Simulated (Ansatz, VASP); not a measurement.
## AgCl: VASP beside Ansatz

File INCAR:

```
PREC = Accurate
ENCUT = 520
EDIFF = 1E-6
ISMEAR = 0
SIGMA = 0.02
LREAL = False
LASPH = True
NELM = 60
ALGO = Normal
ISIF = 2
LWAVE = False
LCHARG = False
NBANDS = 16
```

KPOINTS

```
Automatic mesh
0
Gamma
  8 8 8
```

The input POSCAR:

```
AgCl
1.0
    0.0000000000      2.7002716180      2.7002716180
    2.7002716180      0.0000000000      2.7002716180
    2.7002716180      2.7002716180      0.0000000000
Ag Cl
1 1
Direct
    0.5000000000      0.5000000000      0.5000000000
    0.0000000000      0.0000000000      0.0000000000
```

Input for Ansatz:

```yaml
crystal:
  lattice:
    - [0.0, 2.700271618, 2.700271618]
    - [2.700271618, 0.0, 2.700271618]
    - [2.700271618, 2.700271618, 0.0]
  atoms:
    - { symbol: Ag, position: [0.5, 0.5, 0.5] }
    - { symbol: Cl, position: [0.0, 0.0, 0.0] }
basis:
  ecutwfc: 420
kpoints:
  mp_grid: { grid: [8, 8, 8] }
hamiltonian:
  xc: lda
scf:
  occupations: { method: gaussian, width: 0.02 }
output:
  forces: true
  stress: true
  eigenvalues: true
  populations: true
```

Alike in both runs: task single point; functional LDA; k mesh 8 × 8 × 8; occupations gaussian, width 0.02 eV; no spin polarisation.

```csv
,VASP,Ansatz
version,VASP 6.6.1,Ansatz 0.2.0
potentials or method,"VASP PAW LDA potentials, release 64 (Ag, Cl), cutoff 520 eV","scalar-relativistic, plane waves, PAW"
valence electrons in the cell,18,26
```

```tsv
	VASP	Ansatz	Ansatz less VASP
gap on the k mesh at the Fermi level (eV)	0.65	0.62	-0.028
least direct gap on the mesh (eV)	3.26	3.23	-0.026
pressure (GPa)	-1.7	-1.7	-0.02
```

LDA's correlation is that of Perdew and Zunger in VASP and of Perdew and Wang (1992) in Ansatz. VASP's potentials hold 18 valence electrons a cell and Ansatz's 26, so a difference there can come from the potentials and not from the codes.
